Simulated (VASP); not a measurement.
Input of a VASP 6.6.1 run:

File POSCAR:

```
ScAl3
1.0
    4.0442657182      0.0000000000      0.0000000000
    0.0000000000      4.0442657182      0.0000000000
    0.0000000000      0.0000000000      4.0442657182
Sc Al
1 3
Direct
    0.0000000000      0.0000000000      0.0000000000
    0.5000000000      0.0000000000      0.5000000000
    0.0000000000      0.5000000000      0.5000000000
    0.5000000000      0.5000000000      0.0000000000
```

The input INCAR.step1:

```
SYSTEM = ScAl3
PREC = Accurate
ENCUT = 520
ISMEAR = 0
SIGMA = 0.1
LREAL = .FALSE.
LASPH = .TRUE.
NELM = 100
NBANDS = 18
GGA = PE
ALGO = Normal
EDIFF = 1E-4
LWAVE = .TRUE.
LCHARG = .FALSE.
```

Contents of INCAR.step2:

```
SYSTEM = ScAl3
PREC = Accurate
ENCUT = 520
EDIFF = 1E-6
ISMEAR = 0
SIGMA = 0.1
LREAL = .FALSE.
LASPH = .TRUE.
NELM = 100
ALGO = Normal
ISIF = 2
LWAVE = .FALSE.
LCHARG = .TRUE.
METAGGA = R2SCAN
LMIXTAU = .TRUE.
LELF = .TRUE.
LVHAR = .TRUE.
NBANDS = 18
ISTART = 1
```

KPOINTS

```
Automatic mesh
0
G
  10 10 10
  0 0 0
```

Potentials or basis: VASP PAW PBE potentials, release 64 (Sc_sv, Al).

Run with:

```bash
$ cat potpaw_PBE.64/Sc_sv/POTCAR potpaw_PBE.64/Al/POTCAR > POTCAR
$ cp INCAR.step1 INCAR
$ mpirun -np 1 vasp_std > vasp.out
$ cp INCAR.step2 INCAR
$ mpirun -np 1 vasp_std > vasp.out
```

(1) Predict the pressure.

(2) Predict the band gap on the k mesh.

## Answers

(1) 3.0 GPa.

(2) zero (band 10 reaches 8.63 eV, above the bottom of band 11 at 4.30 eV).

Caveat: the PAW data sets were made with another functional, which shifts forces and pressure a little.
